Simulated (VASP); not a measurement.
HfO2, 6 atoms in the cell. Symmetry: P4_2/mnm, No. 136, tetragonal system. Conventional cell: a = 4.597 Å, b = 4.597 Å, c = 3.281 Å, α = 90.00°, β = 90.00°, γ = 90.00°. Hf (site symmetry mmm) has 6 O at 2.00 to 2.06 Å within 2.7 Å. Within 2.7 Å of O (site symmetry m2m) lie 3 Hf at 2.00 to 2.06 Å and 1 O at 2.50 Å.  This cell differs from its parent crystal: biaxial strain in the a-b plane: -4.0 %, then relaxed in part.

- Program: VASP 6.6.1
- Task: single point
- Functional: LDA
- Potentials or basis: VASP PAW LDA potentials, release 64 (Hf_pv, O)
- Cutoff: 520 eV
- k mesh: 6 × 6 × 8
- Occupations: gaussian, width 0.02 eV
- Spin: no spin polarisation
- Dipole correction: no
- Further INCAR settings: ALGO = Normal; EDIFF = 1e-06; NBANDS = 31

Potentials or basis: VASP PAW LDA potentials, release 64 (Hf_pv, O).

The run is started by

```bash
$ cat potpaw_LDA.64/Hf_pv/POTCAR potpaw_LDA.64/O/POTCAR > POTCAR
$ mpirun -np 1 vasp_std > vasp.out
```

Hardware: 1 thread of Intel(R) Xeon(R) 6975P-C (Granite Rapids), on a shared host.

Problem. How long does it take, and how much memory?

Solution. Run time: 33 s on 1 thread of Intel(R) Xeon(R) 6975P-C (Granite Rapids), on a shared host, peak memory 0.21 GiB. Counts: scf iterations 13, k points 50.
